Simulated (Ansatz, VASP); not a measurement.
## As2H: VASP beside Ansatz

Contents of INCAR:

```
PREC = Accurate
ENCUT = 520
EDIFF = 1E-6
ISMEAR = 0
SIGMA = 0.05
LREAL = False
LASPH = True
NELM = 150
ALGO = Normal
ISIF = 2
LWAVE = False
LCHARG = False
ISPIN = 2
MAGMOM = 0 0 1
LORBIT = 11
LDIPOL = True
IDIPOL = 3
DIPOL = 0.5 0.5 0.289
GGA = PE
IVDW = 12
NBANDS = 16
```

KPOINTS

```
regular mesh
0
Gamma
  9 9 1
```

POSCAR

```
As2H
1.0
    3.5713387681      0.0000000000      0.0000000000
   -1.7856693841      3.0928700987      0.0000000000
    0.0000000000      0.0000000000     18.3976402524
As H
2 1
Direct
    0.3333333333      0.6666666667      0.2933876398
    0.6666666667      0.3333333333      0.2174191877
    0.5000000000      0.6666666667      0.3564392043
```

Input for Ansatz:

```yaml
crystal:
  lattice:
    - [3.5713387681, 0.0, 0.0]
    - [-1.7856693841, 3.0928700987, 0.0]
    - [0.0, 0.0, 18.3976402524]
  atoms:
    - { symbol: As, position: [0.3333333333, 0.6666666667, 0.2933876398] }
    - { symbol: As, position: [0.6666666667, 0.3333333333, 0.2174191877] }
    - { symbol: H, position: [0.5, 0.6666666667, 0.3564392043], spin: 1.0 }
basis:
  ecutwfc: 420
kpoints:
  mp_grid: { grid: [9, 9, 1] }
hamiltonian:
  xc: pbe
  dispersion: d3bj
scf:
  occupations: { method: gaussian, width: 0.05 }
output:
  forces: true
  eigenvalues: true
  populations: true
magnetization:
  spin_polarized: true
efield:
  axis: 3
  dipole_correction: true
  ramp_width: 0.04
```

Alike in both runs: task single point; functional PBE; dispersion D3(BJ); k mesh 9 × 9 × 1; occupations gaussian, width 0.05 eV; collinear spin.

|  | VASP | Ansatz |
| --- | --- | --- |
| version | VASP 6.6.1 | Ansatz 0.2.0 |
| potentials or method | VASP PAW PBE potentials, release 64 (As, H), cutoff 520 eV | scalar-relativistic, plane waves, PAW |
| valence electrons in the cell | 11 | 31 |

```tsv
	VASP	Ansatz	Ansatz less VASP
gap on the k mesh at the Fermi level (eV)	none	none	-
rms of the force components (eV/Å)	3.264	3.161	-0.1024
net moment per atom (μB)	0.00	0.00	0.000
```

Atom by atom the forces differ by 0.105 eV/Å (rms over components). A gap of «none» marks a metal or a gap that the smearing closes. VASP's potentials hold 11 valence electrons a cell and Ansatz's 31, so a difference there can come from the potentials and not from the codes. Ansatz's warnings: seeded moment not kept.
